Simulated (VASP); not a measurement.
Here is a VASP 6.6.1 calculation.

Contents of INCAR:

```
SYSTEM = Ge
ALGO = Normal
EDIFF = 1E-6
ENCUT = 520
GGA = PS
ISIF = 2
ISMEAR = -1
LASPH = .TRUE.
LCHARG = .TRUE.
LELF = .TRUE.
LREAL = .FALSE.
LVHAR = .TRUE.
LWAVE = .FALSE.
NBANDS = 21
NELM = 60
PREC = Accurate
SIGMA = 0.1
```

Contents of KPOINTS:

```
k-points
0
G
  13 13 13
  0 0 0
```

POSCAR

```
Ge
1.0
   -2.5528504942      2.5528504942      1.4076736513
    2.5528504942     -2.5528504942      1.4076736513
    2.5528504942      2.5528504942     -1.4076736513
Ge
2
Direct
    0.2500000000      0.7500000000      0.5000000000
    0.5000000000      0.5000000000      0.0000000000
```

Potentials or basis: VASP PAW PBE potentials, release 64 (Ge_d).

The run is started by

```console
$ cat potpaw_PBE.64/Ge_d/POTCAR > POTCAR
$ mpirun -np 1 vasp_std > vasp.out
```

Q: Predict the band gap on the k mesh.

A: Zero (bands 14 and 15 overlap by 5.29 eV).

Q: Predict the pressure.

A: 0.0 GPa.

Caveat: the PAW data sets were made with another functional, which shifts forces and pressure a little.
